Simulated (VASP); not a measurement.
# Pt: relaxation of cell and atoms with PBEsol

Pt:

```
Pt
1.0
     0.00000    1.96090    1.96090
     1.96090    0.00000    1.96090
     1.96090    1.96090    0.00000
Pt
1
Direct
  0.00000 0.00000 0.00000
```

- Program: VASP 6.6.1
- Task: relaxation of cell and atoms
- Functional: PBEsol
- Potentials or basis: VASP PAW PBE potentials, release 64 (Pt)
- Cutoff: 600 eV
- k mesh: 19 × 19 × 19
- Occupations: fermi-dirac, width 0.05 eV
- Spin: no spin polarisation
- Dipole correction: no
- Further INCAR settings: ALGO = Normal; EDIFF = 1e-06; IBRION = 2; EDIFFG = -0.01; NSW = 60; ISIF = 3

| Property | Result |
| --- | --- |
| Relaxed volume | 15.02 Å³/atom |
| Relaxed cell | a = 2.770 Å, b = 2.770 Å, c = 2.770 Å, α = 60.00°, β = 60.00°, γ = 60.00° |
| Space group after relaxing (to 0.05 Å) | Fm-3m (No. 225) |
| Energy gained by relaxing | 0.2 meV/atom |
| Ionic steps | 3 |
| Pressure after relaxing | 0.0 GPa |
| Band gap on the k mesh | zero (band 5 reaches 11.64 eV, above the bottom of band 6 at 9.42 eV) |

The path:
```tsv
step	energy change (eV)	largest force (eV/Å)	pressure (GPa)	volume (Å³)
1	0.0000	0.0000	-1.11	15.08
2	0.0015	0.0000	3.38	14.85
3	-0.0002	0.0000	0.01	15.02
```

Final structure:
```
Pt
1.0
     0.00000    1.95834    1.95834
     1.95834    0.00000    1.95834
     1.95834    1.95834    0.00000
Pt
1
Direct
  0.00000 0.00000 0.00000
```

Levels at points of the mesh, in eV from the Fermi level:
```tsv
k point	band 2	band 3	band 4	band 5	band 6	band 7	band 8	band 9
(0.00, 0.00, 0.00)	-3.82	-3.82	-3.82	-1.63	-1.63	14.62	19.61	19.61
```

Run time: 33 s on 1 thread of AMD EPYC 9R45 96-Core Processor (Zen 5), with other jobs on the host, peak memory 0.15 GiB.

Caveat: the PAW data sets were made with another functional, which shifts forces and pressure a little; spin-orbit coupling is left out, which moves the levels of the heavy elements.
